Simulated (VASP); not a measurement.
Zn:

```xyz
1
Lattice="-1.5690 1.5690 1.5690 1.5690 -1.5690 1.5690 1.5690 1.5690 -1.5690" Properties=species:S:1:pos:R:3 pbc="T T T"
Zn    0.0000    0.0000    0.0000
```

```yaml
Program: VASP 6.6.1
Task: relaxation of cell and atoms
Functional: RPBE
Dispersion: D4
Potentials_or_basis: VASP PAW PBE potentials, release 64 (Zn)
Cutoff: 600 eV
k_mesh: 12 × 12 × 12
Occupations: fermi-dirac, width 0.05 eV
Spin: no spin polarisation
```

At the start: pressure -3.3 GPa; volume 15.45 Å³/atom.

Question: How do energy, volume and symmetry change on relaxing?

Answer: Over 4 steps the energy falls by 8.7 meV/atom and the volume is 14.66 Å³/atom (-5.1 %); space group Im-3m (No. 229, to 0.05 Å).

The path:
```csv
step,energy change (eV),largest force (eV/Å),pressure (GPa),volume (Å³)
1,0.0000,0.0000,-3.28,15.45
2,-0.0085,0.0000,-0.59,14.75
3,-0.0087,0.0000,0.25,14.62
4,-0.0087,0.0000,-0.02,14.66
```

Final structure:
```
Zn
1.0
    -1.54172    1.54172    1.54172
     1.54172   -1.54172    1.54172
     1.54172    1.54172   -1.54172
Zn
1
Direct
  0.00000 0.00000 0.00000
```

Caveat: the PAW data sets were made with another functional, which shifts forces and pressure a little; pairwise dispersion overbinds metals, which lowers pressure and volume.
